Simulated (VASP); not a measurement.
# CoO (Pm-3m) in VASP: notebook

CoO is run at these levels: PBE+U; tasks: single point.

All numbers are computed with VASP 6.6.1; they aren't measurements. Logs are shortened: lines on timing, memory, paths and dates and some standing lists are left out, and cuts for length are marked.

**1. The cell of the first run**

It takes space group Pm-3m (No. 221, cubic). The conventional cell has a = 2.661 Å, b = 2.661 Å, c = 2.661 Å, α = 90.00°, β = 90.00°, γ = 90.00°. Co (site symmetry m-3m) has 8 O at 2.30 Å and 6 Co at 2.66 Å within 3.0 Å. Within 3.0 Å of O (site symmetry m-3m) lie 8 Co at 2.30 Å and 6 O at 2.66 Å.

**2. Single point, PBE+U, collinear spin, ferromagnetic start**

File INCAR:

```
PREC = Accurate
ENCUT = 520
EDIFF = 1E-6
ISMEAR = 0
SIGMA = 0.02
LREAL = False
LASPH = True
NELM = 150
ALGO = Normal
ISIF = 2
LWAVE = False
LCHARG = False
ISPIN = 2
MAGMOM = 2.88 0.32
LORBIT = 11
LMAXMIX = 4
LDAU = True
LDAUTYPE = 2
LDAUL = 2 -1
LDAUU = 3.32 0
LDAUJ = 0 0
LDAUPRINT = 1
GGA = PE
NBANDS = 18
```

File KPOINTS:

```
regular mesh
0
Gamma
  10 10 10
```

File POSCAR:

```
CoO
1.0
    2.6612513074      0.0000000000      0.0000000000
    0.0000000000      2.6612513074      0.0000000000
    0.0000000000      0.0000000000      2.6612513074
Co O
1 1
Direct
    0.0000000000      0.0000000000      0.0000000000
    0.5000000000      0.5000000000      0.5000000000
```

Potentials or basis: VASP PAW PBE potentials, release 64 (Co, O).

Run with:

```sh
cat potpaw_PBE.64/Co/POTCAR potpaw_PBE.64/O/POTCAR > POTCAR
mpirun -np 1 vasp_std > vasp.out
```

OUTCAR:

```text
PREC = Accurate
   ENCUT = 520
   EDIFF = 1E-6
   ISMEAR = 0
   LREAL = False
   LASPH = True
   NELM = 150
   ISIF = 2
   ISPIN = 2
   LORBIT = 11
   GGA = PE

 ion  position               nearest neighbor table
   1  0.000  0.000  0.000-   2 2.30   2 2.30   2 2.30   2 2.30   2 2.30   2 2.30   2 2.30   2 2.30

   2  0.500  0.500  0.500-   1 2.30   1 2.30   1 2.30   1 2.30   1 2.30   1 2.30   1 2.30   1 2.30

  LATTYP: Found a simple cubic cell.
 ALAT       =     2.6612513074

  Lattice vectors:

 A1 = (   2.6612513074,   0.0000000000,   0.0000000000)
 A2 = (   0.0000000000,   2.6612513074,   0.0000000000)
 A3 = (   0.0000000000,   0.0000000000,   2.6612513074)

Analysis of symmetry for initial positions (statically):
=====================================================================
 Subroutine PRICEL returns:
 Original cell was already a primitive cell.

 Routine SETGRP: Setting up the symmetry group for a
 simple cubic supercell.

 Subroutine GETGRP returns: Found 48 space group operations
 (whereof 48 operations were pure point group operations)
 out of a pool of 48 trial point group operations.

The static configuration has the point symmetry O_h .

Analysis of symmetry for dynamics (positions and initial velocities):
=====================================================================
 Subroutine PRICEL returns:
 Original cell was already a primitive cell.

 Routine SETGRP: Setting up the symmetry group for a
 simple cubic supercell.

 Subroutine GETGRP returns: Found 48 space group operations
 (whereof 48 operations were pure point group operations)
 out of a pool of 48 trial point group operations.

The dynamic configuration has the point symmetry O_h .

Analysis of structural, dynamic, and magnetic symmetry:
=====================================================================
 Subroutine PRICEL returns:
 Original cell was already a primitive cell.

 Routine SETGRP: Setting up the symmetry group for a
 simple cubic supercell.

 Subroutine GETGRP returns: Found 48 space group operations
 (whereof 48 operations were pure point group operations)
 out of a pool of 48 trial point group operations.

The overall configuration has the point symmetry O_h .

 Subroutine INISYM returns: Found 48 space group operations
 (whereof 48 operations are pure point group operations),
 and found     1 'primitive' translations

----------------------------------------------------------------------------------------

                                     Primitive cell

  volume of cell :      18.8477

  direct lattice vectors                    reciprocal lattice vectors
     2.661251307  0.000000000  0.000000000     0.375763085  0.000000000  0.000000000
     0.000000000  2.661251307  0.000000000     0.000000000  0.375763085  0.000000000
     0.000000000  0.000000000  2.661251307     0.000000000  0.000000000  0.375763085

  length of vectors
     2.661251307  2.661251307  2.661251307     0.375763085  0.375763085  0.375763085

  position of ions in fractional coordinates (direct lattice)
     0.000000000  0.000000000  0.000000000
     0.500000000  0.500000000  0.500000000

  ion indices of the primitive-cell ions
   primitive index   ion index
                 1           1
                 2           2

----------------------------------------------------------------------------------------

 KPOINTS: regular mesh

Automatic generation of k-mesh.
 Grid dimensions read from file:
 generate k-points for:   10   10   10

[... 57 lines left out ...]
   ISPIN  =      2    spin polarized calculation?
   LNONCOLLINEAR =      F non collinear calculations
   LSORBIT =      F    spin-orbit coupling
   LASPH  =      T    aspherical Exc in radial PAW
   ENCUT  =  520.0 eV  38.22 Ry    6.18 a.u.   4.95  4.95  4.95*2*pi/ulx,y,z
   NELM   =    150;   NELMIN=  2; NELMDL= -5     # of ELM steps
   EDIFF  = 0.1E-05   stopping-criterion for ELM
   LREAL  =      F    real-space projection
   EDIFFG = 0.1E-04   stopping-criterion for IOM
   NSW    =      0    number of steps for IOM
   IBRION =     -1    ionic relax: 0-MD 1-quasi-New 2-CG
   NFREE  =      0    steps in history (QN), initial steepest desc. (CG)
   ISIF   =      2    stress and relaxation
   ISYM   =      2    0-nonsym 1-usesym 2-fastsym
   POTIM  = 0.5000    time-step for ionic-motion
   TEBEG  =    0.0;   TEEND  =   0.0 temperature during run
   PSTRESS=    0.0 pullay stress
   NELECT =      15.0000    total number of electrons
   NUPDOWN=      -1.0000    fix difference up-down
   EMIN   =  10.00;   EMAX   =-10.00  energy-range for DOS
   EFERMI =   0.00;   METHOD = LEGACY
   ISMEAR =     0;   SIGMA  =   0.02  broadening in eV -4-tet -1-fermi 0-gaus
   EFERMI_NEDOS =   21; number of points for ismear=-14 and -15
   IALGO  =     38    algorithm
   IMIX   =      4    mixing-type and parameters
     AMIX     =   0.40;   BMIX     =  1.00
     AMIX_MAG =   1.60;   BMIX_MAG =  1.00
  volume/ion in A,a.u.               =       9.42        63.60
  Fermi-wavevector in a.u.,A,eV,Ry     =   1.517118  2.866937 31.315809  2.301647
  Thomas-Fermi vector in A             =   2.626416
   LORBIT       =     11    0 simple, 1 ext, 2 COOP (PROOUT), +10 PAW based schemes
 LDA+U is selected, type is set to LDAUTYPE =  2
   angular momentum for each species LDAUL =     2   -1
   U (eV)           for each species LDAUU =   3.3  0.0
   J (eV)           for each species LDAUJ =   0.0  0.0
   GGA     = PE    functional components
   LHFCALC =     F    Hartree Fock is set to
   AEXX    =    0.0000 exact exchange contribution
   IVDW    =     0    specifies the selected vdW correction
   LEPSILON=     F    determine dielectric tensor
   LRPA    =     F    only Hartree local field effects (RPA)
 spin polarized calculation
 Gauss-broadening in eV      SIGMA  =   0.02
  energy-cutoff  :      520.00
  volume of cell :       18.85
 maximum number of plane-waves:       518
 NGX is ok and might be reduce to    20
   NGX =  9   NGY =  9   NGZ =  9

atom =   1  type =  1  l = 2

 onsite density matrix

spin component  1

  0.9900 -0.0000  0.0000  0.0000  0.0000
 -0.0000  0.9900  0.0000 -0.0000 -0.0000
  0.0000  0.0000  0.9598 -0.0000  0.0000
  0.0000 -0.0000 -0.0000  0.9900  0.0000
  0.0000 -0.0000  0.0000  0.0000  0.9598

spin component  2

  0.1078  0.0000 -0.0000  0.0000  0.0000
  0.0000  0.1078  0.0000  0.0000  0.0000
 -0.0000  0.0000  0.9493  0.0000 -0.0000
  0.0000  0.0000  0.0000  0.1078 -0.0000
  0.0000  0.0000 -0.0000 -0.0000  0.9493

 occupancies and eigenvectors

  o =  0.1078  v =  0.0000  0.0000  0.0000  0.0000  0.0000  1.0000  0.0000  0.0000  0.0000  0.0000      0.0000  0.0000  0.0000  0.0000  0.0000  0.0000  0.0000  0.0000  0.0000  0.0000
  o =  0.1078  v =  0.0000  0.0000  0.0000  0.0000  0.0000  0.0000  0.3563  0.0000 -0.9344 -0.0000      0.0000  0.0000  0.0000  0.0000  0.0000  0.0000  0.0000  0.0000  0.0000  0.0000
  o =  0.1078  v =  0.0000  0.0000  0.0000  0.0000  0.0000  0.0000  0.9344  0.0000  0.3563  0.0000      0.0000  0.0000  0.0000  0.0000  0.0000  0.0000  0.0000  0.0000  0.0000  0.0000
  o =  0.9493  v =  0.0000  0.0000  0.0000  0.0000  0.0000  0.0000  0.0000 -0.9847  0.0000 -0.1743      0.0000  0.0000  0.0000  0.0000  0.0000  0.0000  0.0000  0.0000  0.0000  0.0000
  o =  0.9493  v =  0.0000  0.0000  0.0000  0.0000  0.0000  0.0000  0.0000  0.1743 -0.0000 -0.9847      0.0000  0.0000  0.0000  0.0000  0.0000  0.0000  0.0000  0.0000  0.0000  0.0000
  o =  0.9598  v =  0.0000 -0.0000  0.2494 -0.0000 -0.9684  0.0000  0.0000  0.0000  0.0000  0.0000      0.0000  0.0000  0.0000  0.0000  0.0000  0.0000  0.0000  0.0000  0.0000  0.0000
  o =  0.9598  v =  0.0000  0.0000  0.9684 -0.0000  0.2494  0.0000  0.0000  0.0000  0.0000  0.0000      0.0000  0.0000  0.0000  0.0000  0.0000  0.0000  0.0000  0.0000  0.0000  0.0000
  o =  0.9900  v =  0.0000  0.9911 -0.0000  0.1329 -0.0000  0.0000  0.0000  0.0000  0.0000  0.0000      0.0000  0.0000  0.0000  0.0000  0.0000  0.0000  0.0000  0.0000  0.0000  0.0000
  o =  0.9900  v =  0.0000 -0.1329  0.0000  0.9911 -0.0000  0.0000  0.0000  0.0000  0.0000  0.0000      0.0000  0.0000  0.0000  0.0000  0.0000  0.0000  0.0000  0.0000  0.0000  0.0000
  o =  0.9900  v =  1.0000  0.0000  0.0000  0.0000  0.0000  0.0000  0.0000  0.0000  0.0000  0.0000      0.0000  0.0000  0.0000  0.0000  0.0000  0.0000  0.0000  0.0000  0.0000  0.0000

 number of electron      14.9999981 magnetization       2.9999528

 Free energy of the ion-electron system (eV)
  ---------------------------------------------------
  ext. energy  EPLUGINS =         0.00000000
  ---------------------------------------------------
  free energy    TOTEN  =       -11.28946355 eV

  energy without entropy =      -11.28946355  energy(sigma->0) =      -11.28946355

 E-fermi :   7.5860     XC(G=0): -12.6411

 val. band max:        7.3549739574   @ k =   0.5000   0.0000   0.0000
 cond. band min:       8.3842608268   @ k =   0.0000   0.0000   0.0000
 fundamental gap:      1.0292868694
 Fermi energy:         7.5859689393

 spin component 1

 k-point     1 :       0.0000    0.0000    0.0000
  band No.  band energies     occupation
      1     -11.4944      1.00000
      2       2.4637      1.00000
      3       2.4638      1.00000
      4       3.1840      1.00000
      5       3.1840      1.00000
      6       3.1842      1.00000
[... 1001 lines left out ...]
     17      34.7668      0.00000
     18      38.2888      0.00000

 [... further k-points ...]
[... 5 lines left out ...]
  --------------------------------------------------------------------------------------
  -------------------------------------------------------------------------------------
  Total       -0.4510790     -0.4510790     -0.4510790     -0.0000000      0.0000000     -0.0000000
  in kB      -38.3447163    -38.3447163    -38.3447163     -0.0000000      0.0000000     -0.0000000
  external PRESSURE =     -38.3447163 kB  Pullay stress =       0.0000000 kB

 VOLUME and BASIS-vectors are now :
 -----------------------------------------------------------------------------
  energy-cutoff  :      520.00
  volume of cell :       18.85
      direct lattice vectors                 reciprocal lattice vectors
     2.661251307  0.000000000  0.000000000     0.375763085  0.000000000  0.000000000
     0.000000000  2.661251307  0.000000000     0.000000000  0.375763085  0.000000000
     0.000000000  0.000000000  2.661251307     0.000000000  0.000000000  0.375763085

 POSITION                                       TOTAL-FORCE (eV/Angst)
 -----------------------------------------------------------------------------------
      0.00000      0.00000      0.00000         0.000000      0.000000      0.000000
      1.33063      1.33063      1.33063         0.000000      0.000000      0.000000
 -----------------------------------------------------------------------------------
    total drift:                                0.000000      0.000000      0.000000

  FREE ENERGIE OF THE ION-ELECTRON SYSTEM (eV)
  ---------------------------------------------------
  free  energy   TOTEN  =       -11.2894635495 eV

  energy  without entropy=      -11.2894635495  energy(sigma->0) =      -11.28946355

 total charge

# of ion       s       p       d       tot
------------------------------------------
    1        0.286   0.323   7.090   7.699
    2        1.569   3.381   0.000   4.950
--------------------------------------------------
tot          1.855   3.704   7.090  12.649

 magnetization (x)

# of ion       s       p       d       tot
------------------------------------------
    1        0.012   0.013   2.667   2.692
    2        0.019   0.245   0.000   0.264
--------------------------------------------------
tot          0.031   0.258   2.667   2.955
```

Run time: 44 s. Hardware: 1 thread of Intel Xeon 8259CL, shared host; peak memory 0.15 GiB.

Results:

```yaml
Free_energy: -11.2895 eV
Pressure: -3.8 GPa
Band_gap_on_the_k_mesh: 1.03 eV (least direct gap 1.61 eV)
Net_moment: 3.00 μB per cell
Site_moments: Co +2.69; O +0.26 μB
Valence_electrons_inside_the_program's_atomic_spheres: Co 7.70; O 4.95
```

Eigenvalues of the final occupation matrices:
| site | spin | trace | eigenvalues |
| --- | --- | --- | --- |
| site 1 d | 1 | 4.89 | 0.96 0.96 0.99 0.99 0.99 |
| site 1 d | 2 | 2.22 | 0.11 0.11 0.11 0.95 0.95 |

Caveat: the cell stands under tension; a cell with one magnetic atom can't hold antiferromagnetic order, which such compounds often take. A k mesh can miss the band edges.

**3. Single point, PBE+U, collinear spin, ferromagnetic start**

File INCAR:

```
ALGO = Normal ; EDIFF = 1E-6
ENCUT = 520 ; GGA = PE
ISIF = 2 ; ISMEAR = 0
ISPIN = 2 ; LASPH = True
LCHARG = False ; LDAU = True
LDAUJ = 0 0 ; LDAUL = 2 -1
LDAUPRINT = 1 ; LDAUTYPE = 2
LDAUU = 3.32 0 ; LMAXMIX = 4
LORBIT = 11 ; LREAL = False
LWAVE = False ; MAGMOM = 3 0
NBANDS = 18 ; NELM = 150
PREC = Accurate ; SIGMA = 0.02
```

File KPOINTS:

```
k-points
0
Gamma
  10 10 10
```

POSCAR is that of step 2.

Potentials or basis: VASP PAW PBE potentials, release 64 (Co, O).

Run with:

```sh
cat potpaw_PBE.64/Co/POTCAR potpaw_PBE.64/O/POTCAR > POTCAR
mpirun -np 1 vasp_std > vasp.out
```

Wall time 38 s (1 thread of Intel Xeon 8259CL, shared host); peak memory 0.15 GiB.

The run converged. Its results:

```
Free energy                                           : -11.2895 eV
Pressure                                              : -3.8 GPa
Band gap on the k mesh                                : 1.03 eV (least direct gap 1.61 eV)
Net moment                                            : 3.00 μB per cell
Site moments                                          : Co +2.69; O +0.26 μB
Valence electrons inside the program's atomic spheres : Co 7.70; O 4.95
```

Levels at points of the mesh, in eV from the valence-band top:
Spin up:
```tsv
k point	band 5	band 6	band 7	band 8	band 9	band 10	band 11	band 12	band 13	band 14
(0.00, 0.00, 0.00)	-4.17	-4.17	-1.52	-1.52	-1.52	1.03	14.95	14.95	19.71	19.71
(0.50, 0.00, 0.00)	-4.63	-4.11	-2.26	0.00	0.00	6.47	8.29	16.98	17.63	17.63
(0.50, 0.50, 0.00)	-4.63	-4.59	-4.41	-2.54	-0.60	5.55	11.46	11.46	16.08	23.20
(0.50, 0.50, 0.50)	-2.51	-2.51	-0.74	-0.74	-0.74	7.17	7.17	7.17	14.06	20.90
```
Spin down:
```tsv
k point	band 3	band 4	band 5	band 6	band 7	band 8	band 9	band 10
(0.00, 0.00, 0.00)	-3.55	-1.02	-1.02	-1.02	1.73	2.51	2.52	2.52
(0.50, 0.00, 0.00)	-3.24	-1.48	-1.48	-0.76	2.61	3.35	3.35	6.96
(0.50, 0.50, 0.00)	-4.52	-3.06	-0.88	-0.10	1.51	1.83	1.83	6.58
(0.50, 0.50, 0.50)	-4.52	-4.52	-0.84	-0.84	3.67	3.67	3.67	7.63
```

Eigenvalues of the final occupation matrices:
```tsv
site	spin	trace	eigenvalues
site 1 d	1	4.89	0.96 0.96 0.99 0.99 0.99
site 1 d	2	2.22	0.11 0.11 0.11 0.95 0.95
```

Caveat: the cell stands under tension; a cell with one magnetic atom can't hold antiferromagnetic order, which such compounds often take. The state reached can hang on the start; a lower one may exist.

**4. Single point, PBE+U, collinear spin, ferromagnetic start**

File INCAR:

```
SYSTEM = CoO
  PREC = Accurate
  ENCUT = 520
  EDIFF = 1E-7
  ISMEAR = 0
  SIGMA = 0.02
  LREAL = .FALSE.
  LASPH = .TRUE.
  NELM = 150
  ALGO = Normal
  ISIF = 2
  LWAVE = .FALSE.
  LCHARG = .FALSE.
  ISPIN = 2
  MAGMOM = 4.5 0
  LORBIT = 11
  LMAXMIX = 4
  LDAU = .TRUE.
  LDAUTYPE = 2
  LDAUL = 2 -1
  LDAUU = 3.32 0
  LDAUJ = 0 0
  LDAUPRINT = 1
  GGA = PE
  NBANDS = 18
```

File KPOINTS:

```
regular mesh
0
G
  10 10 10
  0 0 0
```

POSCAR is that of step 3.

Run with:

```sh
cat potpaw_PBE.64/Co/POTCAR potpaw_PBE.64/O/POTCAR > POTCAR
mpirun -np 1 vasp_std > vasp.out
```

Run time: 62 s. Hardware: 1 thread of Intel Xeon 8259CL, shared host; peak memory 0.15 GiB.

Results (log left out):

```yaml
Free_energy: -11.2895 eV
Pressure: -3.8 GPa
Band_gap_on_the_k_mesh: 1.03 eV (least direct gap 1.61 eV)
Net_moment: 3.00 μB per cell
Site_moments: Co +2.69; O +0.26 μB
Valence_electrons_inside_the_program's_atomic_spheres: Co 7.70; O 4.95
```

Levels at points of the mesh, in eV from the valence-band top:
Spin up:
| k point | band 5 | band 6 | band 7 | band 8 | band 9 | band 10 | band 11 | band 12 | band 13 | band 14 |
| --- | --- | --- | --- | --- | --- | --- | --- | --- | --- | --- |
| (0.00, 0.00, 0.00) | -4.17 | -4.17 | -1.52 | -1.52 | -1.52 | 1.03 | 14.95 | 14.95 | 19.71 | 19.71 |
| (0.50, 0.00, 0.00) | -4.63 | -4.11 | -2.26 | 0.00 | 0.00 | 6.47 | 8.29 | 16.98 | 17.63 | 17.63 |
| (0.50, 0.50, 0.00) | -4.63 | -4.59 | -4.41 | -2.54 | -0.60 | 5.55 | 11.46 | 11.46 | 16.08 | 23.20 |
| (0.50, 0.50, 0.50) | -2.51 | -2.51 | -0.74 | -0.74 | -0.74 | 7.18 | 7.18 | 7.18 | 14.06 | 20.90 |
Spin down:
| k point | band 2 | band 3 | band 4 | band 5 | band 6 | band 7 | band 8 | band 9 | band 10 | band 11 |
| --- | --- | --- | --- | --- | --- | --- | --- | --- | --- | --- |
| (0.00, 0.00, 0.00) | -3.55 | -3.55 | -1.02 | -1.02 | -1.02 | 1.73 | 2.51 | 2.52 | 2.52 | 15.35 |
| (0.50, 0.00, 0.00) | -7.07 | -3.24 | -1.48 | -1.48 | -0.76 | 2.61 | 3.35 | 3.35 | 6.96 | 9.14 |
| (0.50, 0.50, 0.00) | -4.52 | -4.52 | -3.06 | -0.88 | -0.10 | 1.51 | 1.83 | 1.83 | 6.58 | 12.02 |
| (0.50, 0.50, 0.50) | -4.52 | -4.52 | -4.52 | -0.84 | -0.84 | 3.67 | 3.67 | 3.67 | 7.63 | 7.63 |

Eigenvalues of the final occupation matrices:
| site | spin | trace | eigenvalues |
| --- | --- | --- | --- |
| site 1 d | 1 | 4.89 | 0.96 0.96 0.99 0.99 0.99 |
| site 1 d | 2 | 2.22 | 0.11 0.11 0.11 0.95 0.95 |

Caveat: the cell stands under tension; a cell with one magnetic atom can't hold antiferromagnetic order, which such compounds often take.

**5. Single point, PBE+U, collinear spin, ferromagnetic start**

File INCAR:

```
SYSTEM = CoO
PREC     = Accurate       ! precision mode
ENCUT    = 520            ! plane-wave cutoff, eV
EDIFF    = 1E-6           ! SCF threshold, eV
ISMEAR   = 0              ! smearing method
SIGMA    = 0.02           ! smearing width, eV
LREAL    = .FALSE.        ! projectors in reciprocal space
LASPH    = .TRUE.         ! aspherical terms in the spheres
NELM     = 150            ! most SCF steps
ALGO     = Normal         ! electronic algorithm
ISIF     = 2              ! what is computed and relaxed
LWAVE    = .FALSE.        ! write WAVECAR
LCHARG   = .TRUE.         ! write CHGCAR
ISPIN    = 2              ! spin polarisation
MAGMOM   = 0.5 0          ! initial moments
LORBIT   = 11             ! projections on sites
LMAXMIX  = 4              ! l up to which the mixer works
LDAU     = .TRUE.         ! DFT+U
LDAUTYPE = 2            
LDAUL    = 2 -1           ! shell
LDAUU    = 3.32 0         ! U, eV
LDAUJ    = 0 0          
LDAUPRINT= 1            
GGA      = PE             ! functional
LELF     = .TRUE.         ! ELF
LVHAR    = .TRUE.       
NBANDS   = 18             ! bands
```

File KPOINTS:

```
Automatic mesh
0
G
  10 10 10
  0 0 0
```

POSCAR is that of step 4.

Run with:

```sh
cat potpaw_PBE.64/Co/POTCAR potpaw_PBE.64/O/POTCAR > POTCAR
mpirun -np 1 vasp_std > vasp.out
```

Wall time 60 s (1 thread of Intel Xeon 8259CL, shared host); peak memory 0.15 GiB.

It converged, with:

* Free energy: -11.2895 eV
* Pressure: -4.0 GPa
* Band gap on the k mesh: 1.03 eV (least direct gap 1.61 eV)
* Net moment: 3.00 μB per cell
* Site moments: Co +2.69; O +0.26 μB
* Valence electrons inside the program's atomic spheres: Co 7.70; O 4.95

Levels at points of the mesh, in eV from the valence-band top:
Spin up:
```tsv
k point	band 6	band 7	band 8	band 9	band 10	band 11	band 12	band 13
(0.00, 0.00, 0.00)	-4.17	-1.52	-1.52	-1.52	1.03	14.95	14.95	19.71
(0.50, 0.00, 0.00)	-4.11	-2.26	0.00	0.00	6.47	8.29	16.98	17.63
(0.50, 0.50, 0.00)	-4.59	-4.41	-2.54	-0.60	5.55	11.46	11.46	16.08
(0.50, 0.50, 0.50)	-2.51	-0.74	-0.74	-0.74	7.18	7.18	7.18	14.06
```
Spin down:
```
           k point  band 2  band 3  band 4  band 5  band 6  band 7  band 8  band 9  band 10  band 11
(0.00, 0.00, 0.00)   -3.55   -3.55   -1.02   -1.02   -1.02    1.73    2.52    2.52     2.52    15.35
(0.50, 0.00, 0.00)   -7.07   -3.24   -1.48   -1.48   -0.76    2.61    3.35    3.35     6.96     9.14
(0.50, 0.50, 0.00)   -4.52   -4.52   -3.06   -0.88   -0.10    1.51    1.83    1.83     6.58    12.02
(0.50, 0.50, 0.50)   -4.52   -4.52   -4.52   -0.84   -0.84    3.67    3.68    3.68     7.63     7.63
```

Eigenvalues of the final occupation matrices:
```csv
site,spin,trace,eigenvalues
site 1 d,1,4.89,0.96 0.96 0.99 0.99 0.99
site 1 d,2,2.22,0.11 0.11 0.11 0.95 0.95
```

Caveat: the cell stands under tension; a cell with one magnetic atom can't hold antiferromagnetic order, which such compounds often take. A k mesh can miss the band edges.
